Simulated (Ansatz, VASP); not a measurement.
## Ta2N: VASP beside Ansatz

```
CELL_PARAMETERS angstrom
5.31412 0.00000 0.00000
-2.65706 4.60216 0.00000
0.00000 0.00000 4.95554
ATOMIC_POSITIONS crystal
Ta 0.66689 0.66689 0.75302
Ta 0.00000 0.33311 0.75302
Ta 0.33311 0.00000 0.75302
Ta 0.33311 0.33311 0.24698
Ta 0.00000 0.66689 0.24698
Ta 0.66689 0.00000 0.24698
N 0.66667 0.33333 0.50000
N 0.33333 0.66667 0.50000
N 0.00000 0.00000 0.00000
```

Alike in both runs: functional PBE; k mesh 12 × 12 × 8; occupations gaussian, width 0.1 eV; no spin polarisation.

Ansatz relaxed the structure, and its values are those at the end. VASP's run is a single point on that final structure, the one shown.

|  | VASP | Ansatz |
| --- | --- | --- |
| version | VASP 6.6.1 | Ansatz 0.2.0 |
| potentials or method | VASP PAW PBE potentials, release 64 (Ta_pv, N), cutoff 520 eV | scalar-relativistic, plane waves, PAW |
| valence electrons in the cell | 81 | 93 |

|  | VASP | Ansatz | Ansatz less VASP |
| --- | --- | --- | --- |
| gap on the k mesh at the Fermi level (eV) | none | none | - |
| pressure (GPa) | 0.5 | 0.0 | -0.44 |
| rms of the force components (eV/Å) | 0.007 | 0.000 | -0.0063 |

A gap of «none» marks a metal or a gap that the smearing closes. VASP's potentials hold 81 valence electrons a cell and Ansatz's 93, so a difference there can come from the potentials and not from the codes.

Spin-orbit coupling is off throughout.
